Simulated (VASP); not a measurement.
Write the native input for VASP 6.6.1 that does the following.

```
Task                   : relaxation of cell and atoms
Functional             : PBE
Potentials or basis    : VASP PAW PBE potentials, release 64 (Os)
Cutoff                 : 600 eV
k mesh                 : 17 × 17 × 10
Occupations            : fermi-dirac, width 0.1 eV
Spin                   : no spin polarisation
Target pressure        : 160 GPa
Dipole correction      : no
Further INCAR settings : ALGO = Normal; EDIFF = 1e-06; IBRION = 2; EDIFFG = -0.005; NSW = 60; ISIF = 3
```

The structure of Os lies in POSCAR:

```
Os
1.0
    2.5243622471      0.0000000000      0.0000000000
   -1.2621811236      2.1861618344      0.0000000000
    0.0000000000      0.0000000000      4.0894668403
Os
2
Direct
    0.3333333333      0.6666666667      0.2500000000
    0.6666666667      0.3333333333      0.7500000000
```

One way to write it, as run:

INCAR

```
SYSTEM = Os
ALGO     = Normal         ! electronic algorithm
EDIFF    = 1E-6           ! SCF threshold, eV
EDIFFG   = -0.005         ! ionic threshold
ENCUT    = 600            ! plane-wave cutoff, eV
GGA      = PE             ! functional
IBRION   = 2              ! ionic algorithm
ISIF     = 3              ! what is computed and relaxed
ISMEAR   = -1             ! smearing method
LASPH    = .TRUE.         ! aspherical terms in the spheres
LCHARG   = .FALSE.        ! write CHGCAR
LREAL    = .FALSE.        ! projectors in reciprocal space
LWAVE    = .FALSE.        ! write WAVECAR
NELM     = 80             ! most SCF steps
NSW      = 60             ! ionic steps
PREC     = Accurate       ! precision mode
PSTRESS  = 1600.0       
SIGMA    = 0.1            ! smearing width, eV
```

KPOINTS

```
k-points
0
G
  17 17 10
  0 0 0
```

Potentials or basis: VASP PAW PBE potentials, release 64 (Os).

Run with:

```console
$ cat potpaw_PBE.64/Os/POTCAR > POTCAR
$ mpirun -np 1 vasp_std > vasp.out
```

It gave:

```
Relaxed volume                                             : 11.37 Å³/atom
Relaxed cell                                               : a = 2.545 Å, b = 2.545 Å, c = 4.054 Å, α = 90.00°, β = 90.00°, γ = 120.00°
Space group after relaxing (to 0.1 Å)                      : P6_3/mmc (No. 194)
Energy change on relaxing (the run minimises the enthalpy) : -96.5 meV/atom
Ionic steps                                                : 11
Pressure after relaxing                                    : 160.0 GPa
Band gap on the k mesh                                     : zero (bands 8 and 9 overlap by 5.53 eV)
```

Caveat: the cell is relaxed towards a set pressure, so the run minimises the enthalpy, not the energy; spin-orbit coupling is left out, which moves the levels of the heavy elements.

Wall time 3.5 min on 1 thread of Oxide Virtual Turin-like Processor, on a shared host, peak memory 0.17 GiB.
